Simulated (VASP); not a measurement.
Input of a VASP 6.6.1 run:

The input INCAR:

```
SYSTEM = InSe
  PREC = Accurate
  ENCUT = 520
  EDIFF = 1E-6
  ISMEAR = -1
  SIGMA = 0.02
  LREAL = .FALSE.
  LASPH = .TRUE.
  NELM = 60
  ALGO = Normal
  ISIF = 2
  LWAVE = .FALSE.
  LCHARG = .FALSE.
  GGA = PE
  NBANDS = 27
```

The input KPOINTS:

```
regular mesh
0
G
  8 8 8
  0 0 0
```

Contents of POSCAR:

```
InSe
1.0
    2.1082710093      1.1607961422      8.4106660257
   -2.1082710093      1.1607961422      8.4106660257
    0.0000000000     -2.3215922844      8.4106660257
In Se
2 2
Direct
    0.0016867238      0.0016867238     -0.0028423245
    0.1152572097      0.1152572097      0.1029048259
    0.6144341721      0.6144341721      0.6272556899
    0.8246218945      0.8246218945      0.8286818088
```

Potentials or basis: VASP PAW PBE potentials, release 64 (In_d, Se).

The run is started by

```console
$ cat potpaw_PBE.64/In_d/POTCAR potpaw_PBE.64/Se/POTCAR > POTCAR
$ mpirun -np 1 vasp_std > vasp.out
```

Task: Predict the band gap on the k mesh.

Result: 0.07 eV, direct.

Task: Predict the largest force.

Result: 0.187 eV/Å.

Task: Predict the pressure.

Result: 0.9 GPa.

Forces on the atoms (eV/Å):
```
In   0.000  0.011  0.104
In   0.000  0.012 -0.104
Se   0.000 -0.010 -0.187
Se   0.000 -0.014  0.187
```

Caveat: the cell differs from its parent crystal (uniaxial x strain +4.9%); spin-orbit coupling is left out, which moves the levels of the heavy elements. A k mesh can miss the band edges.
